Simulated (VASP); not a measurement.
A run of VASP 6.6.1 is set up as follows.

INCAR

```
SYSTEM = Re
PREC = Accurate
ENCUT = 560
EDIFF = 1E-6
ISMEAR = 0
SIGMA = 0.15
LREAL = .FALSE.
LASPH = .TRUE.
NELM = 120
ALGO = Normal
ISIF = 2
LWAVE = .FALSE.
LCHARG = .TRUE.
GGA = PE
LELF = .TRUE.
LVHAR = .TRUE.
NBANDS = 22
GGA_COMPAT = .FALSE.
```

Contents of KPOINTS:

```
Automatic mesh
0
G
  18 18 10
  0 0 0
```

POSCAR

```
Re
1.0
    2.7748241524      0.0000000000      0.0000000000
   -1.3874120762      2.4030682070      0.0000000000
    0.0000000000      0.0000000000      4.4842238099
Re
2
Direct
    0.3248025726      0.6496051451      0.2229050098
    0.6751974274      0.3503948549      0.7770949902
```

Potentials or basis: VASP PAW PBE potentials, release 64 (Re_sv_GW).

Launch:

```console
$ cat potpaw_PBE.64/Re_sv_GW/POTCAR > POTCAR
$ mpirun -np 1 vasp_std > vasp.out
```

Estimate the band gap on the k mesh.

zero (bands 15 and 16 overlap by 2.87 eV).

What does it give for the pressure?

8.4 GPa.

Forces in eV/Å, atoms in the order of the input:
```
Re   0.000  0.532  2.609
Re   0.000 -0.532 -2.609
```

Caveat: the cell differs from its parent crystal (atoms displaced along several vibrational modes); the stress differs along the axes, from 4 to 14 GPa; spin-orbit coupling is left out, which moves the levels of the heavy elements; forces of over 1 eV/Å act on the atoms, so gaps and moduli don't describe the material at rest.
